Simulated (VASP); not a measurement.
# RbReB2 (P4mm) in VASP: further runs

The runs below take RbReB2 through single point, relaxation of cell and atoms, with PBE.

Program: VASP 6.6.1. These are calculated values, not measurements. Logs are shortened: lines on timing, memory, paths and dates and some standing lists are left out, and cuts for length are marked.

## (1) The cell of the first run

Symmetry: P4mm, No. 99, tetragonal system. Conventional cell: a = 3.794 Å, b = 3.794 Å, c = 7.089 Å, α = 90.00°, β = 90.00°, γ = 90.00°. Rb (site symmetry 4mm) has 4 B at 3.45 Å and 2 Re at 3.54 to 3.55 Å and 4 Rb at 3.79 Å within 4.5 Å. Re (site symmetry 4mm) has 4 B at 2.01 Å within 2.7 Å. B (site symmetry 2mm) has 2 Re at 2.01 Å and 4 B at 2.68 Å within 2.7 Å.

## (2) Single point, PBE

INCAR reads:

```
PREC = Accurate
ENCUT = 520
EDIFF = 1E-6
ISMEAR = 0
SIGMA = 0.1
LREAL = False
LASPH = True
NELM = 80
ALGO = Normal
ISIF = 2
LWAVE = False
LCHARG = False
GGA = PE
NBANDS = 19
```

KPOINTS reads:

```
Automatic mesh
0
Gamma
  12 12 8
```

POSCAR reads:

```
RbReB2
1.0
    3.7938170295      0.0000000000      0.0000000000
    0.0000000000      3.7938170295      0.0000000000
    0.0000000000      0.0000000000      7.0893890095
Rb Re B
1 1 2
Direct
    0.0000000000      0.0000000000      0.4617914565
    0.0000000000      0.0000000000      0.9613791310
    0.0000000000      0.5000000000      0.8674660112
    0.5000000000      0.0000000000      0.8674660112
```

Potentials or basis: VASP PAW PBE potentials, release 64 (Rb_sv, Re, B).

Command:

```console
> cat potpaw_PBE.64/Rb_sv/POTCAR potpaw_PBE.64/Re/POTCAR potpaw_PBE.64/B/POTCAR > POTCAR
> mpirun -np 1 vasp_std > vasp.out
```

OUTCAR:

```text
PREC = Accurate
   ENCUT = 520
   EDIFF = 1E-6
   ISMEAR = 0
   LREAL = False
   LASPH = True
   NELM = 80
   ISIF = 2
   GGA = PE

 ion  position               nearest neighbor table
   1  0.000  0.000  0.462-   3 3.45   4 3.45   3 3.45   4 3.45   2 3.54   2 3.55
   2  0.000  0.000  0.961-   3 2.01   4 2.01   3 2.01   4 2.01   1 3.54   1 3.55
   3  0.000  0.500  0.867-   2 2.01   2 2.01   1 3.45   1 3.45
   4  0.500  0.000  0.867-   2 2.01   2 2.01   1 3.45   1 3.45

  LATTYP: Found a simple tetragonal cell.
 ALAT       =     3.7938170295
 C/A-ratio  =     1.8686691937

  Lattice vectors:

 A1 = (   3.7938170295,   0.0000000000,   0.0000000000)
 A2 = (   0.0000000000,   3.7938170295,   0.0000000000)
 A3 = (   0.0000000000,   0.0000000000,   7.0893890095)

Analysis of symmetry for initial positions (statically):
=====================================================================
 Subroutine PRICEL returns:
 Original cell was already a primitive cell.

 Routine SETGRP: Setting up the symmetry group for a
 simple tetragonal supercell.

 Subroutine GETGRP returns: Found  8 space group operations
 (whereof  8 operations were pure point group operations)
 out of a pool of 16 trial point group operations.

The static configuration has the point symmetry C_4v.

Analysis of symmetry for dynamics (positions and initial velocities):
=====================================================================
 Subroutine PRICEL returns:
 Original cell was already a primitive cell.

 Routine SETGRP: Setting up the symmetry group for a
 simple tetragonal supercell.

 Subroutine GETGRP returns: Found  8 space group operations
 (whereof  8 operations were pure point group operations)
 out of a pool of 16 trial point group operations.

The dynamic configuration has the point symmetry C_4v.

 Subroutine INISYM returns: Found  8 space group operations
 (whereof  8 operations are pure point group operations),
 and found     1 'primitive' translations

----------------------------------------------------------------------------------------

                                     Primitive cell

  volume of cell :     102.0379

[... 82 lines left out ...]
 SYSTEM =  unknown system
   PREC   = accura    normal or accurate (medium, high low for compatibility)
   ISTART =      0    job   : 0-new  1-cont  2-samecut
   ICHARG =      2    charge: 1-file 2-atom 10-const
   ISPIN  =      1    spin polarized calculation?
   LNONCOLLINEAR =      F non collinear calculations
   LSORBIT =      F    spin-orbit coupling
   LASPH  =      T    aspherical Exc in radial PAW
   ENCUT  =  520.0 eV  38.22 Ry    6.18 a.u.   7.05  7.05 13.18*2*pi/ulx,y,z
   NELM   =     80;   NELMIN=  2; NELMDL= -5     # of ELM steps
   EDIFF  = 0.1E-05   stopping-criterion for ELM
   LREAL  =      F    real-space projection
   EDIFFG = 0.1E-04   stopping-criterion for IOM
   NSW    =      0    number of steps for IOM
   IBRION =     -1    ionic relax: 0-MD 1-quasi-New 2-CG
   NFREE  =      0    steps in history (QN), initial steepest desc. (CG)
   ISIF   =      2    stress and relaxation
   ISYM   =      2    0-nonsym 1-usesym 2-fastsym
   POTIM  = 0.5000    time-step for ionic-motion
   TEBEG  =    0.0;   TEEND  =   0.0 temperature during run
   PSTRESS=    0.0 pullay stress
   NELECT =      22.0000    total number of electrons
   NUPDOWN=      -1.0000    fix difference up-down
   EMIN   =  10.00;   EMAX   =-10.00  energy-range for DOS
   EFERMI =   0.00;   METHOD = LEGACY
   ISMEAR =     0;   SIGMA  =   0.10  broadening in eV -4-tet -1-fermi 0-gaus
   EFERMI_NEDOS =   21; number of points for ismear=-14 and -15
   IALGO  =     38    algorithm
   IMIX   =      4    mixing-type and parameters
     AMIX     =   0.40;   BMIX     =  1.00
     AMIX_MAG =   1.60;   BMIX_MAG =  1.00
  volume/ion in A,a.u.               =      25.51       172.15
  Fermi-wavevector in a.u.,A,eV,Ry     =   0.981662  1.855072 13.111387  0.963660
  Thomas-Fermi vector in A             =   2.112685
   LORBIT       =      0    0 simple, 1 ext, 2 COOP (PROOUT), +10 PAW based schemes
   GGA     = PE    functional components
   LHFCALC =     F    Hartree Fock is set to
   AEXX    =    0.0000 exact exchange contribution
   IVDW    =     0    specifies the selected vdW correction
   LEPSILON=     F    determine dielectric tensor
   LRPA    =     F    only Hartree local field effects (RPA)
 non-spin polarized calculation
 Gauss-broadening in eV      SIGMA  =   0.10
  energy-cutoff  :      520.00
  volume of cell :      102.04
 maximum number of plane-waves:      2796
   NGX = 15   NGY = 15   NGZ = 27

 number of electron      21.9999999 magnetization

 Free energy of the ion-electron system (eV)
  ---------------------------------------------------
  ext. energy  EPLUGINS =         0.00000000
  ---------------------------------------------------
  free energy    TOTEN  =       -22.65853900 eV

  energy without entropy =      -22.65273801  energy(sigma->0) =      -22.65563851

 E-fermi :   1.7556     XC(G=0):  -8.2465

 val. band max:        1.7521766287   @ k =   0.3333   0.2500   0.0000
 cond. band min:       1.7959991236   @ k =   0.3333   0.3333   0.5000
 fundamental gap:      0.0438224950
 Fermi energy:         1.7556062315

 k-point     1 :       0.0000    0.0000    0.0000
  band No.  band energies     occupation
      1     -26.7859      2.00000
      2     -10.7749      2.00000
      3     -10.6974      2.00000
      4     -10.6974      2.00000
      5      -7.0774      2.00000
      6      -4.0195      2.00000
[... 505 lines left out ...]
      6      -3.5931      2.00000
[... 11 lines left out ...]
     18       6.5526      0.00000
     19       6.8893      0.00000

 [... further k-points ...]
[... 5 lines left out ...]
  --------------------------------------------------------------------------------------
  -------------------------------------------------------------------------------------
  Total        0.3338058      0.3338058      0.0902500      0.0000000      0.0000000      0.0000000
  in kB        5.2413467      5.2413467      1.4170866      0.0000000      0.0000000      0.0000000
  external PRESSURE =       3.9665933 kB  Pullay stress =       0.0000000 kB

 VOLUME and BASIS-vectors are now :
 -----------------------------------------------------------------------------
  energy-cutoff  :      520.00
  volume of cell :      102.04
      direct lattice vectors                 reciprocal lattice vectors
     3.793817029  0.000000000  0.000000000     0.263586776  0.000000000  0.000000000
     0.000000000  3.793817029  0.000000000     0.000000000  0.263586776  0.000000000
     0.000000000  0.000000000  7.089389009     0.000000000  0.000000000  0.141055879

 POSITION                                       TOTAL-FORCE (eV/Angst)
 -----------------------------------------------------------------------------------
      0.00000      0.00000      3.27382         0.000000     -0.000000      0.000861
      0.00000      0.00000      6.81559         0.000000      0.000000      0.143441
      0.00000      1.89691      6.14980         0.000000     -0.000000     -0.072151
      1.89691      0.00000      6.14980         0.000000      0.000000     -0.072151
 -----------------------------------------------------------------------------------
    total drift:                               -0.000000     -0.000000      0.001010

  FREE ENERGIE OF THE ION-ELECTRON SYSTEM (eV)
  ---------------------------------------------------
  free  energy   TOTEN  =       -22.6585389983 eV

  energy  without entropy=      -22.6527380141  energy(sigma->0) =      -22.65563851
```

stdout:

```text
POSCAR found type information on POSCAR RbReB
 POSCAR found :  3 types and       4 ions
 scaLAPACK will be used
 LDA part: xc-table for (Slater+PW92), standard interpolation
 POSCAR, INCAR and KPOINTS ok, starting setup
 FFT: planning ... GRIDC
 FFT: planning ... GRID_SOFT
 FFT: planning ... GRID
 WAVECAR not read
 entering main loop
```

Wall time 8.8 min (1 thread of Oxide Virtual Turin-like, shared host); peak memory 0.39 GiB.

Results:

| Property | Result |
| --- | --- |
| Free energy | -22.6585 eV |
| Pressure | 0.4 GPa |
| Largest force | 0.143 eV/Å |
| Band gap on the k mesh | zero (band 11 reaches 1.96 eV, above the bottom of band 12 at 1.11 eV) |

Forces in eV/Å, atoms in the order of the input:
```
Rb   0.000  0.000  0.001
Re   0.000  0.000  0.143
B    0.000  0.000 -0.072
B    0.000  0.000 -0.072
```

Caveat: spin-orbit coupling is left out, which moves the levels of the heavy elements.

## (3) Relaxation of cell and atoms, PBE

This run uses another cell than the first one, of 25.41 Å³/atom, 0.996 times its volume.

INCAR reads:

```
PREC = Accurate
ENCUT = 600
EDIFF = 1E-6
ISMEAR = 0
SIGMA = 0.1
LREAL = F
LASPH = T
NELM = 80
ALGO = Normal
ISIF = 3
LWAVE = F
LCHARG = F
GGA = PE
IBRION = 2
NSW = 100
EDIFFG = -0.01
```

KPOINTS is that of step 2.

POSCAR reads:

```
RbReB2
1.0
    3.7721092162      0.0000000000      0.0000000000
    0.0000000000      3.7721092162      0.0000000000
    0.0000000000      0.0000000000      7.1420134885
Rb Re B
1 1 2
Direct
    0.0000000000      0.0000000000      0.4632290873
    0.0000000000      0.0000000000      0.9626275512
    0.0000000000      0.5000000000      0.8661229857
    0.5000000000      0.0000000000      0.8661229857
```

Potentials or basis: VASP PAW PBE potentials, release 64 (Rb_sv, Re, B).

Command:

```console
> cat potpaw_PBE.64/Rb_sv/POTCAR potpaw_PBE.64/Re/POTCAR potpaw_PBE.64/B/POTCAR > POTCAR
> mpirun -np 1 vasp_std > vasp.out
```

It took 34 min on 1 thread of Oxide Virtual Turin-like, shared host; peak memory 0.46 GiB.

Results (log left out):

```yaml
Free_energy: -22.6607 eV
Relaxed_volume: 25.62 Å³/atom
Relaxed_cell: a = 3.802 Å, b = 3.802 Å, c = 7.090 Å, α = 90.00°, β = 90.00°, γ = 90.00°
Space_group_after_relaxing_to_0.05_Å: P4mm (No. 99)
Energy_gained_by_relaxing: 1.7 meV/atom
Ionic_steps: 17
Pressure_after_relaxing: 0.0 GPa
Largest_force_after_relaxing: 0.005 eV/Å
Band_gap_on_the_k_mesh: zero (band 11 reaches 1.94 eV, above the bottom of band 12 at 1.08 eV)
```

Forces on the atoms (eV/Å):
```
Rb   0.000  0.000  0.002
Re   0.000  0.000 -0.005
B    0.000  0.000  0.002
B    0.000  0.000  0.002
```

The path:
```tsv
step	energy change (eV)	largest force (eV/Å)	pressure (GPa)	volume (Å³)
1	0.0000	0.1543	0.52	101.62
2	-0.0059	0.1334	-0.18	102.83
3	-0.0060	0.1312	-0.27	102.99
4	-0.0056	0.2465	0.25	102.61
5	-0.0065	0.0338	-0.04	102.83
6	-0.0067	0.0217	-0.02	102.71
7	-0.0068	0.0158	0.01	102.48
8	-0.0068	0.0155	0.01	102.51
9	-0.0068	0.0164	-0.01	102.56
10	-0.0068	0.0157	0.00	102.52
11	-0.0068	0.0156	-0.01	102.51
12	-0.0068	0.0134	0.00	102.49
13	-0.0068	0.0304	0.06	102.44
14	-0.0068	0.0223	0.05	102.46
15	-0.0068	0.0190	0.04	102.46
16	-0.0068	0.0119	0.03	102.47
17	-0.0068	0.0053	0.00	102.50
```

Final structure:
```cif
data_structure
_symmetry_space_group_name_H-M 'P 1'
_symmetry_Int_Tables_number 1
_cell_length_a 3.8022
_cell_length_b 3.8022
_cell_length_c 7.0898
_cell_angle_alpha 90.000
_cell_angle_beta 90.000
_cell_angle_gamma 90.000
_cell_volume 102.50
loop_
_atom_site_label
_atom_site_type_symbol
_atom_site_fract_x
_atom_site_fract_y
_atom_site_fract_z
_atom_site_occupancy
Rb1 Rb 0.00000 0.00000 0.46186 1
Re1 Re 0.00000 0.00000 0.96154 1
B1 B 0.00000 0.50000 0.86735 1
B2 B 0.50000 0.00000 0.86735 1
```

Levels at points of the mesh, in eV from the Fermi level:
| k point | band 9 | band 10 | band 11 | band 12 | band 13 | band 14 |
| --- | --- | --- | --- | --- | --- | --- |
| (0.00, 0.00, 0.00) | -2.63 | -0.88 | -0.03 | 0.38 | 1.42 | 2.26 |
| (0.50, 0.00, 0.00) | -2.01 | -1.74 | -1.64 | 0.51 | 1.71 | 2.35 |
| (0.50, 0.50, 0.00) | -2.68 | -1.10 | -1.10 | -0.65 | 1.40 | 2.56 |
| (0.00, 0.00, 0.50) | -2.62 | -1.01 | -0.03 | 1.28 | 1.31 | 2.21 |
| (0.50, 0.00, 0.50) | -2.01 | -1.63 | -1.52 | 0.07 | 1.50 | 2.73 |
| (0.50, 0.50, 0.50) | -2.68 | -1.01 | -1.01 | -0.30 | 1.15 | 2.20 |

Caveat: spin-orbit coupling is left out, which moves the levels of the heavy elements.
